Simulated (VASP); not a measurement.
# RuC2 (P6/mmm) in VASP: further runs, part 2 of 2

VASP 6.6.1. The steps go on from the part before.

### 3 Single point, PBE

This run uses another cell than the first one: it holds 6 atoms, not 3.

The input, INCAR:

```
PREC = Accurate
ENCUT = 700
EDIFF = 1E-6
ISMEAR = 0
SIGMA = 0.1
LREAL = F
LASPH = T
NELM = 120
ALGO = Normal
ISIF = 2
LWAVE = F
LCHARG = F
GGA = PE
NBANDS = 33
GGA_COMPAT = F
```

The input, KPOINTS:

```
Automatic mesh
0
Gamma
  12 12 2
```

The input, POSCAR:

```
RuC2
1.0
    2.4892336216      0.0000000000      0.0000000000
   -1.2446168108      2.1557395523      0.0000000000
    0.0000000000      0.0000000000     17.9521827574
Ru C
2 4
Direct
    0.0000000000      0.0000000000      0.0000000000
    0.0000000000      0.0000000000      0.5000000000
    0.3333333333      0.6666666667      0.2500000000
    0.3333333333      0.6666666667      0.7500000000
    0.6666666667      0.3333333333      0.2500000000
    0.6666666667      0.3333333333      0.7500000000
```

Potentials or basis: VASP PAW PBE potentials, release 64 (Ru_sv, C).

Started as:

```bash
$ cat potpaw_PBE.64/Ru_sv/POTCAR potpaw_PBE.64/C/POTCAR > POTCAR
$ mpirun -np 1 vasp_std > vasp.out
```

OUTCAR:

```text
PREC = Accurate
   ENCUT = 700
   EDIFF = 1E-6
   ISMEAR = 0
   LREAL = F
   LASPH = T
   NELM = 120
   ISIF = 2
   GGA = PE

 ion  position               nearest neighbor table
   1  0.000  0.000  0.000-
   2  0.000  0.000  0.500-
   3  0.333  0.667  0.250-   5 1.44   5 1.44   5 1.44
   4  0.333  0.667  0.750-   6 1.44   6 1.44   6 1.44
   5  0.667  0.333  0.250-   3 1.44   3 1.44   3 1.44
   6  0.667  0.333  0.750-   4 1.44   4 1.44   4 1.44

  LATTYP: Found a hexagonal cell.
 ALAT       =     2.4892336216
 C/A-ratio  =     7.2119316570

  Lattice vectors:

 A1 = (   2.4892336216,   0.0000000000,   0.0000000000)
 A2 = (  -1.2446168108,   2.1557395523,   0.0000000000)
 A3 = (   0.0000000000,   0.0000000000,  17.9521827574)

Analysis of symmetry for initial positions (statically):
=====================================================================
 Subroutine PRICEL returns following result:

  LATTYP: Found a hexagonal cell.
 ALAT       =     2.4892336216
 C/A-ratio  =     3.6059658285

  Lattice vectors:

 A1 = (   2.4892336216,   0.0000000000,   0.0000000000)
 A2 = (  -1.2446168108,   2.1557395523,   0.0000000000)
 A3 = (   0.0000000000,   0.0000000000,   8.9760913787)

   2 primitive cells build up your supercell.

 Routine SETGRP: Setting up the symmetry group for a
 hexagonal supercell.

 Subroutine GETGRP returns: Found 24 space group operations
 (whereof 24 operations were pure point group operations)
 out of a pool of 24 trial point group operations.

The static configuration has the point symmetry D_6h.

Analysis of symmetry for dynamics (positions and initial velocities):
=====================================================================
 Subroutine PRICEL returns following result:

  LATTYP: Found a hexagonal cell.
 ALAT       =     2.4892336216
 C/A-ratio  =     3.6059658285

  Lattice vectors:

 A1 = (   2.4892336216,   0.0000000000,   0.0000000000)
 A2 = (  -1.2446168108,   2.1557395523,   0.0000000000)
 A3 = (   0.0000000000,   0.0000000000,   8.9760913787)

   2 primitive cells build up your supercell.

 Routine SETGRP: Setting up the symmetry group for a
 hexagonal supercell.

 Subroutine GETGRP returns: Found 24 space group operations
 (whereof 24 operations were pure point group operations)
 out of a pool of 24 trial point group operations.

The dynamic configuration has the point symmetry D_6h.

 Subroutine INISYM returns: Found 24 space group operations
 (whereof 24 operations are pure point group operations),
 and found     2 'primitive' translations

----------------------------------------------------------------------------------------

                                     Primitive cell

  volume of cell :      48.1670

  direct lattice vectors                    reciprocal lattice vectors
     2.489233622  0.000000000  0.000000000     0.401730071  0.231938965  0.000000000
    -1.244616811  2.155739552  0.000000000     0.000000000  0.463877929  0.000000000
     0.000000000  0.000000000  8.976091379     0.000000000  0.000000000  0.111407065

[... 36 lines left out ...]
 ===========================================

 Found     38 irreducible k-points:

 Following reciprocal coordinates:
            Coordinates               Weight
  0.000000  0.000000  0.000000      1.000000
  0.083333  0.000000  0.000000      6.000000
  0.166667  0.000000  0.000000      6.000000
  0.250000 -0.000000  0.000000      6.000000
  0.333333  0.000000  0.000000      6.000000
  0.416667  0.000000  0.000000      6.000000
[... 16 lines left out ...]
  0.250000 -0.000000  0.500000      6.000000
  0.333333  0.000000  0.500000      6.000000
 [... further k-points ...]
   k-points           NKPTS =     38   k-points in BZ     NKDIM =     38   number of bands    NBANDS=     33
   number of dos      NEDOS =    301   number of ions     NIONS =      6
   total plane-waves  NPLWV =  92160
   dimension x,y,z NGX =    24 NGY =   24 NGZ =  160
   dimension x,y,z NGXF=    48 NGYF=   48 NGZF=  320
   ions per type =               2   4
   NGX,Y,Z   is equivalent  to a cutoff of  16.03, 16.03, 14.82 a.u.
   NGXF,Y,Z  is equivalent  to a cutoff of  32.06, 32.06, 29.63 a.u.
 SYSTEM =  unknown system
   PREC   = accura    normal or accurate (medium, high low for compatibility)
   ISTART =      0    job   : 0-new  1-cont  2-samecut
   ICHARG =      2    charge: 1-file 2-atom 10-const
   ISPIN  =      1    spin polarized calculation?
   LNONCOLLINEAR =      F non collinear calculations
   LSORBIT =      F    spin-orbit coupling
   LASPH  =      T    aspherical Exc in radial PAW
   ENCUT  =  700.0 eV  51.45 Ry    7.17 a.u.   5.37  5.37 38.73*2*pi/ulx,y,z
   NELM   =    120;   NELMIN=  2; NELMDL= -5     # of ELM steps
   EDIFF  = 0.1E-05   stopping-criterion for ELM
   LREAL  =      F    real-space projection
   EDIFFG = 0.1E-04   stopping-criterion for IOM
   NSW    =      0    number of steps for IOM
   IBRION =     -1    ionic relax: 0-MD 1-quasi-New 2-CG
   NFREE  =      0    steps in history (QN), initial steepest desc. (CG)
   ISIF   =      2    stress and relaxation
   ISYM   =      2    0-nonsym 1-usesym 2-fastsym
   POTIM  = 0.5000    time-step for ionic-motion
   TEBEG  =    0.0;   TEEND  =   0.0 temperature during run
   PSTRESS=    0.0 pullay stress
   NELECT =      48.0000    total number of electrons
   NUPDOWN=      -1.0000    fix difference up-down
   EMIN   =  10.00;   EMAX   =-10.00  energy-range for DOS
   EFERMI =   0.00;   METHOD = LEGACY
   ISMEAR =     0;   SIGMA  =   0.10  broadening in eV -4-tet -1-fermi 0-gaus
   EFERMI_NEDOS =   21; number of points for ismear=-14 and -15
   IALGO  =     38    algorithm
   IMIX   =      4    mixing-type and parameters
     AMIX     =   0.40;   BMIX     =  1.00
     AMIX_MAG =   1.60;   BMIX_MAG =  1.00
  volume/ion in A,a.u.               =      16.06       108.35
  Fermi-wavevector in a.u.,A,eV,Ry     =   1.297863  2.452605 22.918310  1.684448
  Thomas-Fermi vector in A             =   2.429228
   LORBIT       =      0    0 simple, 1 ext, 2 COOP (PROOUT), +10 PAW based schemes
   GGA     = PE    functional components
   LHFCALC =     F    Hartree Fock is set to
   AEXX    =    0.0000 exact exchange contribution
   IVDW    =     0    specifies the selected vdW correction
   LEPSILON=     F    determine dielectric tensor
   LRPA    =     F    only Hartree local field effects (RPA)
 non-spin polarized calculation
 Gauss-broadening in eV      SIGMA  =   0.10
  energy-cutoff  :      700.00
  volume of cell :       96.33
 maximum number of plane-waves:      4122
 NGX is ok and might be reduce to    24

 number of electron      48.0000002 magnetization

 Free energy of the ion-electron system (eV)
  ---------------------------------------------------
  ext. energy  EPLUGINS =         0.00000000
  ---------------------------------------------------
  free energy    TOTEN  =       -50.93220572 eV

  energy without entropy =      -50.89387907  energy(sigma->0) =      -50.91304240

 E-fermi :   3.9969     XC(G=0):  -9.2714

 val. band max:        3.9965552810   @ k =   0.5000  -0.0000   0.5000
 cond. band min:       4.0008391102   @ k =   0.5000  -0.0000   0.0000
 fundamental gap:      0.0042838292
 Fermi energy:         3.9968866492

 k-point     1 :       0.0000    0.0000    0.0000
  band No.  band energies     occupation
      1     -68.8949      2.00000
      2     -68.8948      2.00000
      3     -38.6970      2.00000
      4     -38.6970      2.00000
      5     -38.0587      2.00000
      6     -38.0587      2.00000
[... 853 lines left out ...]
     32       9.9674      0.00000
     33      11.8896      0.00000

 [... further k-points ...]

------------------------ aborting loop because EDIFF is reached ----------------------------------------

  FORCE on cell =-STRESS in cart. coord.  units (eV):
  Direction    XX          YY          ZZ          XY          YZ          ZX
  --------------------------------------------------------------------------------------
  -------------------------------------------------------------------------------------
  Total       -0.3739608     -0.3739608     -0.0939056      0.0000000     -0.0000000      0.0000000
  in kB       -6.2195287     -6.2195287     -1.5617908      0.0000000     -0.0000000      0.0000000
  external PRESSURE =      -4.6669494 kB  Pullay stress =       0.0000000 kB

 VOLUME and BASIS-vectors are now :
 -----------------------------------------------------------------------------
  energy-cutoff  :      700.00
  volume of cell :       96.33
      direct lattice vectors                 reciprocal lattice vectors
     2.489233622  0.000000000  0.000000000     0.401730071  0.231938965  0.000000000
    -1.244616811  2.155739552  0.000000000     0.000000000  0.463877929  0.000000000
     0.000000000  0.000000000 17.952182757     0.000000000  0.000000000  0.055703533

 POSITION                                       TOTAL-FORCE (eV/Angst)
 -----------------------------------------------------------------------------------
      0.00000      0.00000      0.00000        -0.000000     -0.000000      0.000000
      0.00000      0.00000      8.97609        -0.000000     -0.000000     -0.000000
     -0.00000      1.43716      4.48805        -0.000000      0.000000      0.000000
     -0.00000      1.43716     13.46414        -0.000000      0.000000      0.000000
      1.24462      0.71858      4.48805         0.000000     -0.000000     -0.000000
      1.24462      0.71858     13.46414         0.000000     -0.000000     -0.000000
 -----------------------------------------------------------------------------------
    total drift:                               -0.000000      0.000000      0.000000

  FREE ENERGIE OF THE ION-ELECTRON SYSTEM (eV)
  ---------------------------------------------------
  free  energy   TOTEN  =       -50.9322057222 eV

  energy  without entropy=      -50.8938790741  energy(sigma->0) =      -50.91304240
```

OSZICAR:

```text
N       E                     dE             d eps       ncg     rms          rms(c)
DAV:   1     0.552827564928E+03    0.55283E+03   -0.31296E+04  2660   0.178E+03
DAV:   2    -0.269035929787E+02   -0.57973E+03   -0.55388E+03  3015   0.475E+02
DAV:   3    -0.540061635911E+02   -0.27103E+02   -0.25997E+02  3182   0.103E+02
DAV:   4    -0.545765238220E+02   -0.57036E+00   -0.56680E+00  2890   0.152E+01
DAV:   5    -0.545948717224E+02   -0.18348E-01   -0.18332E-01  3277   0.245E+00    0.237E+01
DAV:   6    -0.527315965549E+02    0.18633E+01   -0.43921E+01  2888   0.178E+01    0.102E+01
DAV:   7    -0.516439153645E+02    0.10877E+01   -0.23344E+01  2726   0.122E+01    0.961E+00
DAV:   8    -0.509628455499E+02    0.68107E+00   -0.44447E+00  2779   0.720E+00    0.137E+00
DAV:   9    -0.509321815816E+02    0.30664E-01   -0.13171E-01  2821   0.120E+00    0.839E-01
DAV:  10    -0.509319526920E+02    0.22889E-03   -0.14924E-02  3021   0.605E-01    0.263E-01
DAV:  11    -0.509320671540E+02   -0.11446E-03   -0.10709E-03  2940   0.189E-01    0.660E-02
DAV:  12    -0.509321146034E+02   -0.47449E-04   -0.29065E-04  2864   0.922E-02    0.355E-02
DAV:  13    -0.509322030341E+02   -0.88431E-04   -0.15112E-04  2739   0.527E-02    0.137E-02
DAV:  14    -0.509322057518E+02   -0.27178E-05   -0.58231E-06  2684   0.116E-02    0.805E-03
DAV:  15    -0.509322057222E+02    0.29602E-07   -0.96429E-06  2521   0.148E-02
   1 F= -.50932206E+02 E0= -.50913042E+02  d E =-.383266E-01
```

stdout:

```text
POSCAR found type information on POSCAR RuC
 POSCAR found :  2 types and       6 ions
 scaLAPACK will be used
 LDA part: xc-table for (Slater+PW92), standard interpolation
 POSCAR, INCAR and KPOINTS ok, starting setup
 FFT: planning ... GRIDC
 FFT: planning ... GRID_SOFT
 FFT: planning ... GRID
 WAVECAR not read
 entering main loop
```

Wall time 2.7 min (1 thread of AMD EPYC 7R13 (Zen 3), shared host); peak memory 0.34 GiB.

Results:

* Free energy: -50.9322 eV
* Pressure: -0.5 GPa
* Band gap on the k mesh: zero (bands 24 and 25 overlap by 1.66 eV)

### 4 Single point, PBE

This run uses another cell than the first one, of 16.06 Å³/atom.

The input, INCAR:

```
PREC = Accurate
ENCUT = 700
EDIFF = 1E-6
ISMEAR = 0
SIGMA = 0.1
LREAL = False
LASPH = True
NELM = 120
ALGO = Normal
ISIF = 2
LWAVE = False
LCHARG = True
GGA = PE
LELF = True
LVHAR = True
NBANDS = 19
GGA_COMPAT = False
```

The input, KPOINTS:

```
regular mesh
0
Gamma
  24 24 6
```

The input, POSCAR:

```
RuC2
1.0
    2.4892336216      0.0000000000      0.0000000000
   -1.2446168108      2.1557395523      0.0000000000
    0.0000000000      0.0000000000      8.9760913787
Ru C
1 2
Direct
    0.0000000000      0.0000000000      0.0000000000
    0.3333333333      0.6666666667      0.5000000000
    0.6666666667      0.3333333333      0.5000000000
```

Started as:

```bash
$ cat potpaw_PBE.64/Ru_sv/POTCAR potpaw_PBE.64/C/POTCAR > POTCAR
$ mpirun -np 1 vasp_std > vasp.out
```

It took 2.1 min on 1 thread of Intel Xeon 6975P-C (Granite Rapids), shared host; peak memory 0.44 GiB.

Results (log left out):

* Free energy: -25.4694 eV
* Pressure: -0.1 GPa
* Band gap on the k mesh: zero (bands 12 and 13 overlap by 1.63 eV)

Levels at points of the mesh, in eV from the Fermi level:
```csv
k point,band 8,band 9,band 10,band 11,band 12,band 13,band 14,band 15,band 16,band 17
"(0.00, 0.00, 0.00)",-2.45,-2.45,-2.42,-2.16,-2.16,1.01,1.35,1.35,5.62,8.74
"(0.50, 0.00, 0.00)",-5.74,-3.97,-1.66,0.02,0.31,2.30,3.34,4.21,7.72,8.86
"(0.00, 0.00, 0.50)",-2.45,-2.45,-2.34,-2.16,-2.16,0.72,1.35,1.35,7.05,7.73
"(0.50, 0.00, 0.50)",-5.74,-3.97,-1.66,0.01,0.31,2.32,3.34,4.23,7.72,8.62
```

### 5 The runs side by side

```csv
task,cell,k mesh,gap on the mesh (eV),pressure (GPa)
relaxation of cell and atoms,"relaxed from a = 3.043, b = 3.043, c = 3.286 Å, angles 90.0, 90.0, 120.0°, 3 atoms, atomic positions A",6 × 6 × 6,none,0.0
single point,"a = 2.489, b = 2.489, c = 17.952 Å, angles 90.0, 90.0, 120.0°, 6 atoms, atomic positions B",12 × 12 × 2,none,-0.5
single point,"a = 2.489, b = 2.489, c = 8.976 Å, angles 90.0, 90.0, 120.0°, 3 atoms, atomic positions A",24 × 24 × 6,none,-0.1
```

Alike in all rows: level PBE; potentials or basis VASP PAW PBE potentials, release 64 (Ru_sv, C); no spin polarisation; cutoff (eV) 700; smearing gaussian 0.1 eV.

Caveats: some runs use coarse meshes; a cell axis changed by over 15 % at a fixed basis, so the end point is rough (at least some runs).

Total energies depend on the potentials used, so only differences within one code and one set of settings carry meaning.
